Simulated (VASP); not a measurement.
# Ti (I4_1/amd) in VASP: a series of runs

The runs below take Ti through single point, relaxation of cell and atoms, with PBEsol.

Program: VASP 6.6.1. These are calculated values, not measurements. Logs are shortened: lines on timing, memory, paths and dates and some standing lists are left out, and cuts for length are marked.

### Step 1. The cell of the first run

The structure is tetragonal, space group I4_1/amd (No. 141). The conventional cell has a = 4.539 Å, b = 4.539 Å, c = 2.626 Å, α = 90.00°, β = 90.00°, γ = 90.00°. Within 3.1 Å of Ti (site symmetry -4m2) lie 10 Ti at 2.36 to 3.00 Å.

### Step 2. Single point, PBEsol

The input, INCAR:

```
  ALGO = Normal
  EDIFF = 1E-6
  ENCUT = 520
  GGA = PS
  ISIF = 2
  ISMEAR = -1
  LASPH = True
  LCHARG = True
  LELF = True
  LREAL = False
  LVHAR = True
  LWAVE = False
  NBANDS = 19
  NELM = 100
  PREC = Accurate
  SIGMA = 0.1
```

The input, KPOINTS:

```
k-points
0
Gamma
  17 17 17
```

The input, POSCAR:

```
Ti
1.0
   -2.2693184421      2.2693184421      1.3128014189
    2.2693184421     -2.2693184421      1.3128014189
    2.2693184421      2.2693184421     -1.3128014189
Ti
2
Direct
   -0.3750000000     -0.1250000000     -0.2500000000
    0.3750000000      0.1250000000      0.2500000000
```

Potentials or basis: VASP PAW PBE potentials, release 64 (Ti_sv).

Launch:

```bash
$ cat potpaw_PBE.64/Ti_sv/POTCAR > POTCAR
$ mpirun -np 1 vasp_std > vasp.out
```

OUTCAR:

```text
EDIFF = 1E-6
   ENCUT = 520
   GGA = PS
   ISIF = 2
   ISMEAR = -1
   LASPH = True
   LREAL = False
   NELM = 100
   PREC = Accurate

 ion  position               nearest neighbor table
   1  0.625  0.875  0.750-   2 2.36   2 2.36   2 2.36   2 2.36
   2  0.375  0.125  0.250-   1 2.36   1 2.36   1 2.36   1 2.36

  LATTYP: Found a body centered tetragonal cell.
 ALAT       =     4.5386368842
 C/A-ratio  =     0.5785003085

  Lattice vectors:

 A1 = (  -2.2693184421,   2.2693184421,   1.3128014189)
 A2 = (   2.2693184421,  -2.2693184421,   1.3128014189)
 A3 = (   2.2693184421,   2.2693184421,  -1.3128014189)

Analysis of symmetry for initial positions (statically):
=====================================================================
 Subroutine PRICEL returns:
 Original cell was already a primitive cell.

 Routine SETGRP: Setting up the symmetry group for a
 body centered tetragonal supercell.

 Subroutine GETGRP returns: Found 16 space group operations
 (whereof  4 operations were pure point group operations)
 out of a pool of 16 trial point group operations.

The static configuration has the point symmetry C_2h.
 The point group associated with its full space group is D_4h.

Analysis of symmetry for dynamics (positions and initial velocities):
=====================================================================
 Subroutine PRICEL returns:
 Original cell was already a primitive cell.

 Routine SETGRP: Setting up the symmetry group for a
 body centered tetragonal supercell.

 Subroutine GETGRP returns: Found 16 space group operations
 (whereof  4 operations were pure point group operations)
 out of a pool of 16 trial point group operations.

The dynamic configuration has the point symmetry C_2h.
 The point group associated with its full space group is D_4h.

 Subroutine INISYM returns: Found 16 space group operations
 (whereof  4 operations are pure point group operations),
 and found     1 'primitive' translations

----------------------------------------------------------------------------------------

                                     Primitive cell

  volume of cell :      27.0427

  direct lattice vectors                    reciprocal lattice vectors
    -2.269318442  2.269318442  1.312801419     0.000000000  0.220330470  0.380864914
     2.269318442 -2.269318442  1.312801419     0.220330470  0.000000000  0.380864914
[... 80 lines left out ...]
   LNONCOLLINEAR =      F non collinear calculations
   LSORBIT =      F    spin-orbit coupling
   LASPH  =      T    aspherical Exc in radial PAW
   ENCUT  =  520.0 eV  38.22 Ry    6.18 a.u.   6.45  6.45  6.45*2*pi/ulx,y,z
   NELM   =    100;   NELMIN=  2; NELMDL= -5     # of ELM steps
   EDIFF  = 0.1E-05   stopping-criterion for ELM
   LREAL  =      F    real-space projection
   EDIFFG = 0.1E-04   stopping-criterion for IOM
   NSW    =      0    number of steps for IOM
   IBRION =     -1    ionic relax: 0-MD 1-quasi-New 2-CG
   NFREE  =      0    steps in history (QN), initial steepest desc. (CG)
   ISIF   =      2    stress and relaxation
   ISYM   =      2    0-nonsym 1-usesym 2-fastsym
   POTIM  = 0.5000    time-step for ionic-motion
   TEBEG  =    0.0;   TEEND  =   0.0 temperature during run
   PSTRESS=    0.0 pullay stress
   NELECT =      24.0000    total number of electrons
   NUPDOWN=      -1.0000    fix difference up-down
   EMIN   =  10.00;   EMAX   =-10.00  energy-range for DOS
   EFERMI =   0.00;   METHOD = LEGACY
   ISMEAR =    -1;   SIGMA  =   0.10  broadening in eV -4-tet -1-fermi 0-gaus
   EFERMI_NEDOS =   21; number of points for ismear=-14 and -15
   IALGO  =     38    algorithm
   IMIX   =      4    mixing-type and parameters
     AMIX     =   0.40;   BMIX     =  1.00
     AMIX_MAG =   1.60;   BMIX_MAG =  1.00
  volume/ion in A,a.u.               =      13.52        91.25
  Fermi-wavevector in a.u.,A,eV,Ry     =   1.573241  2.972995 33.675609  2.475087
  Thomas-Fermi vector in A             =   2.674555
   LORBIT       =      0    0 simple, 1 ext, 2 COOP (PROOUT), +10 PAW based schemes
   GGA     = PS    functional components
   LHFCALC =     F    Hartree Fock is set to
   AEXX    =    0.0000 exact exchange contribution
   IVDW    =     0    specifies the selected vdW correction
   LEPSILON=     F    determine dielectric tensor
   LRPA    =     F    only Hartree local field effects (RPA)
 non-spin polarized calculation
  energy-cutoff  :      520.00
  volume of cell :       27.04
 maximum number of plane-waves:       745
 NGX is ok and might be reduce to    28
   NGX = 13   NGY = 13   NGZ = 13

 number of electron      24.0000003 magnetization

 Free energy of the ion-electron system (eV)
  ---------------------------------------------------
  ext. energy  EPLUGINS =         0.00000000
  ---------------------------------------------------
  free energy    TOTEN  =       -15.38748406 eV

  energy without entropy =      -15.29778033  energy(sigma->0) =      -15.34263220

 E-fermi :  10.7133     XC(G=0): -12.8410

 val. band max:       10.7131557296   @ k =   0.4118   0.1765  -0.0000
 cond. band min:      10.7134239770   @ k =  -0.1765   0.1765   0.0588
 fundamental gap:      0.0002682474
 Fermi energy:        10.7133429500

 k-point     1 :       0.0000    0.0000    0.0000
  band No.  band energies     occupation
      1     -45.3921      2.00000
      2     -44.5805      2.00000
      3     -22.2703      2.00000
      4     -22.2703      2.00000
      5     -20.8440      2.00000
      6     -20.8145      2.00000
[... 505 lines left out ...]
      6     -20.8469      2.00000
[... 11 lines left out ...]
     18      16.2006      0.00000
     19      16.7067      0.00000

 [... further k-points ...]

------------------------ aborting loop because EDIFF is reached ----------------------------------------

  FORCE on cell =-STRESS in cart. coord.  units (eV):
  Direction    XX          YY          ZZ          XY          YZ          ZX
  --------------------------------------------------------------------------------------
  -------------------------------------------------------------------------------------
  Total        5.0901024      5.0901024      4.9891970      0.0000000     -0.0000000      0.0000000
  in kB      301.5693443    301.5693443    295.5910794      0.0000000     -0.0000000      0.0000000
  external PRESSURE =     299.5765894 kB  Pullay stress =       0.0000000 kB

 VOLUME and BASIS-vectors are now :
 -----------------------------------------------------------------------------
  energy-cutoff  :      520.00
  volume of cell :       27.04
      direct lattice vectors                 reciprocal lattice vectors
    -2.269318442  2.269318442  1.312801419     0.000000000  0.220330470  0.380864914
     2.269318442 -2.269318442  1.312801419     0.220330470  0.000000000  0.380864914
     2.269318442  2.269318442 -1.312801419     0.220330470  0.220330470  0.000000000

 POSITION                                       TOTAL-FORCE (eV/Angst)
 -----------------------------------------------------------------------------------
      2.26932      1.13466      0.98460        -0.000000     -0.000000      0.000000
     -0.00000      1.13466      0.32820         0.000000      0.000000     -0.000000
 -----------------------------------------------------------------------------------
    total drift:                                0.000000      0.000000     -0.000000

  FREE ENERGIE OF THE ION-ELECTRON SYSTEM (eV)
  ---------------------------------------------------
  free  energy   TOTEN  =       -15.3874840598 eV

  energy  without entropy=      -15.2977803303  energy(sigma->0) =      -15.34263220
```

stdout:

```text
POSCAR found type information on POSCAR Ti
 POSCAR found :  1 types and       2 ions
 scaLAPACK will be used
 -----------------------------------------------------------------------------
|                                                                             |
|                                                                             |
|     You enforced a specific xc type in the INCAR file but a different       |
|     I HOPE YOU KNOW WHAT YOU ARE DOING!                                     |
|                                                                             |
 -----------------------------------------------------------------------------

 LDA part: xc-table for (Slater+PW92), standard interpolation
 POSCAR, INCAR and KPOINTS ok, starting setup
 FFT: planning ... GRIDC
 FFT: planning ... GRID_SOFT
 FFT: planning ... GRID
 WAVECAR not read
 entering main loop
```

Run time: 3.6 min. Hardware: 1 thread of Intel Xeon Platinum 8488C (Sapphire Rapids), shared host; peak memory 0.28 GiB.

Results:

```yaml
Free_energy: -15.3875 eV
Pressure: 30.0 GPa
Band_gap_on_the_k_mesh: zero (bands 12 and 13 overlap by 1.18 eV)
```

Stress tensor (GPa, compression positive):
```
30.16  0.00  0.00
 0.00 30.16  0.00
 0.00  0.00 29.56
```

Levels at points of the mesh, in eV from the Fermi level:
```
           k point  band 8  band 9  band 10  band 11  band 12  band 13  band 14  band 15  band 16  band 17
(0.00, 0.00, 0.00)  -31.31   -6.10    -3.80    -1.23    -0.55     0.37     2.94     2.94     3.03     3.03
```

Caveat: the cell stands under pressure; the PAW data sets were made with another functional, which shifts forces and pressure a little.

### Step 3. Single point, PBEsol

The input, INCAR:

```
SYSTEM = Ti
  ALGO = Normal
  EDIFF = 1E-6
  ENCUT = 520
  GGA = PS
  ISIF = 2
  ISMEAR = -1
  LASPH = .True.
  LCHARG = .True.
  LELF = .True.
  LREAL = .False.
  LVHAR = .True.
  LWAVE = .False.
  NBANDS = 19
  NELM = 80
  PREC = Accurate
  SIGMA = 0.1
```

The input, KPOINTS:

```
k-points
0
Gamma
  17 17 17
  0 0 0
```

POSCAR is that of step 2.

Potentials or basis: VASP PAW PBE potentials, release 64 (Ti_sv).

Launch:

```bash
$ cat potpaw_PBE.64/Ti_sv/POTCAR > POTCAR
$ mpirun -np 1 vasp_std > vasp.out
```

Wall time 3.9 min (1 thread of Intel Xeon Platinum 8488C (Sapphire Rapids), shared host); peak memory 0.29 GiB.

It converged, with:

```yaml
Free_energy: -15.3875 eV
Pressure: 30.0 GPa
Band_gap_on_the_k_mesh: zero (bands 12 and 13 overlap by 1.18 eV)
```

Stress tensor (GPa, compression positive):
```
30.16  0.00  0.00
 0.00 30.16  0.00
 0.00  0.00 29.56
```

Levels at points of the mesh, in eV from the Fermi level:
```
           k point  band 8  band 9  band 10  band 11  band 12  band 13  band 14  band 15  band 16  band 17
(0.00, 0.00, 0.00)  -31.31   -6.10    -3.80    -1.23    -0.55     0.37     2.94     2.94     3.03     3.03
```

Caveat: the cell stands under pressure; the PAW data sets were made with another functional, which shifts forces and pressure a little.

### Step 4. Relaxation of cell and atoms, PBEsol, target pressure 30 GPa, at which the enthalpy is minimised

The input, INCAR:

```
ALGO = Normal
EDIFF = 1E-6
EDIFFG = -0.005
ENCUT = 600
GGA = PS
IBRION = 2
ISIF = 3
ISMEAR = -1
LASPH = True
LCHARG = False
LREAL = False
LWAVE = False
NELM = 60
NSW = 32
PREC = Accurate
PSTRESS = 300.0
SIGMA = 0.1
```

The input, KPOINTS:

```
k-points
0
Gamma
  17 17 17
```

POSCAR is that of step 3.

Launch:

```bash
$ cat potpaw_PBE.64/Ti_sv/POTCAR > POTCAR
$ mpirun -np 1 vasp_std > vasp.out
```

Run time: 3.1 min. Hardware: 1 thread of Intel Xeon 6975P-C (Granite Rapids), shared host; peak memory 0.31 GiB.

It converged, with:

* Free energy: -15.3844 eV
* Relaxed volume: 13.51 Å³/atom
* Relaxed cell: a = 3.469 Å, b = 3.469 Å, c = 3.469 Å, α = 98.20°, β = 98.20°, γ = 135.61°
* Space group after relaxing (to 0.1 Å): I4_1/amd (No. 141)
* Energy change on relaxing (the run minimises the enthalpy): +1.3 meV/atom
* Ionic steps: 3
* Pressure after relaxing: 30.0 GPa
* Band gap on the k mesh: zero (bands 12 and 13 overlap by 1.16 eV)

Stress tensor (GPa, compression positive):
```
30.04  0.00  0.00
 0.00 30.04  0.00
 0.00  0.00 29.97
```

Step by step:
```tsv
step	energy change (eV)	largest force (eV/Å)	pressure (GPa)	volume (Å³)
1	0.0000	0.0000	29.96	27.04
2	0.0024	0.0000	29.92	27.03
3	0.0026	0.0000	30.02	27.03
```

Final structure:
```
CELL_PARAMETERS angstrom
-2.27099 2.27099 1.31017
2.27099 -2.27099 1.31017
2.27099 2.27099 -1.31017
ATOMIC_POSITIONS crystal
Ti 0.62500 0.87500 0.75000
Ti 0.37500 0.12500 0.25000
```

Levels at points of the mesh, in eV from the Fermi level:
```csv
k point,band 8,band 9,band 10,band 11,band 12,band 13,band 14,band 15,band 16
"(0.00, 0.00, 0.00)",-31.31,-6.10,-3.80,-1.24,-0.56,0.35,2.96,2.96,3.05
```

Caveat: the cell is relaxed towards a set pressure, so the run minimises the enthalpy, not the energy; the PAW data sets were made with another functional, which shifts forces and pressure a little.
